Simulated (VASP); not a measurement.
Set up this calculation in VASP 6.6.1, as the native input.

* Task: single point
* Functional: PBE
* Potentials or basis: VASP PAW PBE potentials, release 64 (Ta_pv)
* Cutoff: 520 eV
* k mesh: 16 × 16 × 16
* Occupations: fermi-dirac, width 0.1 eV
* Spin: no spin polarisation
* Dipole correction: no
* Further INCAR settings: ALGO = Normal; EDIFF = 1e-06; NBANDS = 12

The structure of Ta lies in POSCAR:

```
Ta
1.0
    0.0000000000      2.0527394526      2.0527394526
    2.0527394526      0.0000000000      2.0527394526
    2.0527394526      2.0527394526      0.0000000000
Ta
1
Direct
    0.0000000000      0.0000000000      0.0000000000
```

The input as run:

INCAR

```
SYSTEM = Ta
ALGO = Normal
EDIFF = 1E-6
ENCUT = 520
GGA = PE
ISIF = 2
ISMEAR = -1
LASPH = .TRUE.
LCHARG = .FALSE.
LREAL = .FALSE.
LWAVE = .FALSE.
NBANDS = 12
NELM = 100
PREC = Accurate
SIGMA = 0.1
```

KPOINTS

```
k-points
0
G
  16 16 16
  0 0 0
```

Potentials or basis: VASP PAW PBE potentials, release 64 (Ta_pv).

Launch:

```console
$ cat potpaw_PBE.64/Ta_pv/POTCAR > POTCAR
$ mpirun -np 1 vasp_std > vasp.out
```

It gave:

The pressure is 19.3 GPa.

Run time: 8.4 s on 1 thread of Intel(R) Xeon(R) 6975P-C (Granite Rapids), on a shared host, peak memory 0.15 GiB.
